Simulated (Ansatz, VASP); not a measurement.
## Pt in VASP and in Ansatz

```xyz
1
Lattice="0.0000 1.9468 1.9468 1.7862 0.0000 1.9468 1.7862 1.9468 0.0000" Properties=species:S:1:pos:R:3 pbc="T T T"
Pt    0.0000    0.0000    0.0000
```

Change from the starting cell: normal strain along x -0.0825, normal strain along z +0.0000.

Alike in both runs: task single point; functional LDA; k mesh 20 × 20 × 20; occupations gaussian, width 0.15 eV; no spin polarisation.

|  | VASP | Ansatz |
| --- | --- | --- |
| version | VASP 6.6.1 | Ansatz 0.2.0 |
| potentials or method | VASP PAW LDA potentials, release 64 (Pt), cutoff 520 eV | scalar-relativistic, plane waves, PAW |
| valence electrons in the cell | 10 | 18 |

|  | VASP | Ansatz | Ansatz less VASP |
| --- | --- | --- | --- |
| gap on the k mesh at the Fermi level (eV) | none | none | - |
| pressure (GPa) | 35.3 | 34.2 | -1.19 |
| traceless stress, the component that is largest in VASP (GPa) | 5.73 | 5.69 | -0.041 |

LDA's correlation is that of Perdew and Zunger in VASP and of Perdew and Wang (1992) in Ansatz. A gap of «none» marks a metal or a gap that the smearing closes. Both programs put the cell under a high pressure, so it lies far from rest at this level. VASP's potentials hold 10 valence electrons a cell and Ansatz's 18, so a difference there can come from the potentials and not from the codes.

Neither program's run includes spin-orbit coupling.
